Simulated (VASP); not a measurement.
Au, 5 atoms in the cell. The cell holds a slab with vacuum, 5 atoms: a = 2.888 Å, b = 4.084 Å, c = 21.775 Å, α = 90.00°, β = 90.00°, γ = 90.00°. 

```yaml
Program: VASP 6.6.1
Task: single point
Functional: PBEsol
Potentials_or_basis: VASP PAW PBE potentials, release 64 (Au)
Cutoff: 520 eV
k_mesh: 14 × 10 × 1
Occupations: fermi-dirac, width 0.08 eV
Spin: no spin polarisation
Dipole_correction: yes
Further_INCAR_settings: ALGO = Normal; EDIFF = 1e-06; NBANDS = 36
```

Potentials or basis: VASP PAW PBE potentials, release 64 (Au).

Command:

```console
$ cat potpaw_PBE.64/Au/POTCAR > POTCAR
$ mpirun -np 1 vasp_std > vasp.out
```

Hardware: 1 thread of Intel(R) Xeon(R) Platinum 8488C (Sapphire Rapids) (shared host).

Problem. How long does it take, and how much memory?

Solution. It took 7.9 min on 1 thread of Intel(R) Xeon(R) Platinum 8488C (Sapphire Rapids), on a shared host, peak memory 0.51 GiB. Counts: scf iterations 19, k points 48.
